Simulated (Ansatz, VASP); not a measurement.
**One calculation of HfN, two programs**

The input INCAR:

```
SYSTEM = HfN
PREC = Accurate
ENCUT = 520
EDIFF = 1E-8
ISMEAR = -1
SIGMA = 0.01
LREAL = .False.
LASPH = .True.
NELM = 120
ALGO = Normal
ISIF = 2
LWAVE = .False.
LCHARG = .False.
GGA = PS
LEFG = .True.
NBANDS = 14
GGA_COMPAT = .False.
```

Contents of KPOINTS:

```
regular mesh
0
Gamma
  10 10 10
  0 0 0
```

The input POSCAR:

```
HfN
1.0
    0.0000000000      2.2590000000      2.2138200000
    2.2590000000      0.0000000000      2.2138200000
    2.2590000000      2.2590000000      0.0000000000
Hf N
1 1
Direct
    0.0000000000      0.0000000000      0.0000000000
    0.5000000000      0.5000000000      0.5000000000
```

Input for Ansatz:

```yaml
crystal:
  lattice:
    - [0.0, 2.259, 2.21382]
    - [2.259, 0.0, 2.21382]
    - [2.259, 2.259, 0.0]
  atoms:
    - { symbol: Hf, position: [0.0, 0.0, 0.0] }
    - { symbol: "N", position: [0.5, 0.5, 0.5] }
kpoints:
  mp_grid: { grid: [10, 10, 10] }
scf:
  occupations: { method: fermi_dirac, width: 0.01 }
hamiltonian:
  xc: pbesol
  pseudopotentials: { kind: paw }
output:
  forces: true
  stress: true
  eigenvalues: true
  efg: { contact_densities: true }
```

Change from the starting cell: zz strain of -2 %, PAW files.

Alike in both runs: task electric field gradients; functional PBEsol; k mesh 10 × 10 × 10; occupations fermi-dirac, width 0.01 eV; no spin polarisation.

|  | VASP | Ansatz |
| --- | --- | --- |
| version | VASP 6.6.1 | Ansatz 0.2.0 |
| potentials or method | VASP PAW PBE potentials, release 64 (Hf_pv, N) | PAW with Ansatz's default frozen-core files, scalar-relativistic |
| plane-wave cutoff (eV) | 520 | 420 |
| valence electrons in the cell | 15 | 31 |

|  | VASP | Ansatz | Ansatz less VASP |
| --- | --- | --- | --- |
| pressure (GPa) | 0.8 | 3.0 | +2.16 |
| traceless stress, the component that is largest in VASP (GPa) | 6.23 | 6.52 | +0.287 |
| size of Vzz on the site where it differs most (V/Å²) | 81.3 | 92.7 | +11.33 |

VASP's potentials were made for PBE, not for PBEsol. With one functional, cell and mesh, what is left measures potentials, basis and numerics. VASP's potentials hold 15 valence electrons a cell and Ansatz's 31, so a difference there can come from the potentials and not from the codes.

Spin-orbit coupling is off throughout.
